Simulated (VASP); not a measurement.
The system is NaMg2Si2.

```
Na Mg Si
1.0
     3.62971    0.00000    0.00000
     0.00000    3.62971    0.00000
     0.00000    0.00000    6.65933
Na Mg Si
1 2 2
Direct
  0.00000 0.00000 0.50000
  0.00000 0.00000 0.83056
  0.00000 0.00000 0.16944
  0.50000 0.50000 0.86492
  0.50000 0.50000 0.13508
```

The cell was generated, and may not be a known phase.

```yaml
Program: VASP 6.6.1
Task: relaxation of cell and atoms
Functional: PBE
Potentials_or_basis: VASP PAW PBE potentials, release 64 (Na_pv, Mg, Si)
Cutoff: 600 eV
k_mesh: 6 × 6 × 4
Occupations: gaussian, width 0.1 eV
Spin: no spin polarisation
```

At the start: pressure 33.4 GPa; volume 17.55 Å³/atom.

Q: How do energy, volume and symmetry change on relaxing?

A: Over 31 steps the energy falls by 1263.1 meV/atom and the volume is 20.40 Å³/atom (+16.2 %); space group P4/mmm (No. 123, to 0.1 Å) before and after.

Step by step:
| step | energy change (eV) | largest force (eV/Å) | pressure (GPa) | volume (Å³) |
| --- | --- | --- | --- | --- |
| 1 | 0.0000 | 13.7630 | 33.40 | 87.74 |
| 2 | -4.6623 | 0.1749 | -2.80 | 138.67 |
| 3 | -4.6631 | 0.1794 | -2.75 | 138.39 |
| 4 | -4.6653 | 0.1971 | -2.59 | 137.29 |
| 5 | -4.6662 | 0.2128 | -2.42 | 136.21 |
| 6 | -4.8105 | 0.3458 | -0.44 | 128.64 |
| 7 | -4.8223 | 0.4217 | 0.39 | 126.15 |
| 8 | -4.8590 | 0.4347 | 0.25 | 126.22 |
| 9 | -4.9676 | 0.4908 | -0.34 | 126.39 |
| 10 | -5.1651 | 0.3667 | -1.79 | 126.58 |
| 11 | -5.1867 | 1.2542 | -4.49 | 126.37 |
| 12 | -5.2203 | 0.7903 | -3.56 | 126.56 |
| 13 | -5.2286 | 0.7999 | -3.59 | 126.35 |
| 14 | -5.2562 | 0.8263 | -3.72 | 125.72 |
| 15 | -5.3225 | 0.8997 | -3.96 | 124.44 |
| 16 | -5.4644 | 1.1510 | -4.30 | 121.79 |
| 17 | -5.3440 | 2.3903 | -4.03 | 116.22 |
| 18 | -5.4976 | 1.6824 | -4.36 | 119.87 |
| 19 | -5.6095 | 1.7994 | -4.17 | 117.19 |
| 20 | -5.7273 | 1.8290 | -3.75 | 112.71 |
| 21 | -5.7037 | 1.8062 | -2.18 | 103.66 |
| 22 | -5.7525 | 1.7935 | -3.33 | 109.60 |
| 23 | -5.8842 | 1.5928 | -3.04 | 108.23 |
| 24 | -6.1860 | 0.9331 | -1.63 | 104.16 |
| 25 | -6.2068 | 0.6913 | 3.77 | 96.32 |
| 26 | -6.3064 | 0.1903 | 0.60 | 100.24 |
| 27 | -6.3076 | 0.1089 | 0.88 | 99.84 |
| 28 | -6.3123 | 0.0816 | 0.54 | 100.61 |
| 29 | -6.3150 | 0.0310 | -0.15 | 102.22 |
| 30 | -6.3152 | 0.0410 | -0.01 | 101.89 |
| 31 | -6.3157 | 0.0300 | -0.03 | 101.98 |

Final structure:
```
CELL_PARAMETERS angstrom
3.01625 0.00000 0.00000
0.00000 3.01625 0.00000
0.00000 0.00000 11.20890
ATOMIC_POSITIONS crystal
Na 0.00000 0.00000 0.50000
Mg 0.00000 0.00000 0.86944
Mg 0.00000 0.00000 0.13056
Si 0.50000 0.50000 0.70403
Si 0.50000 0.50000 0.29597
```

Caveat: the volume moved by over 15 % at a fixed basis, so the end points are rough.
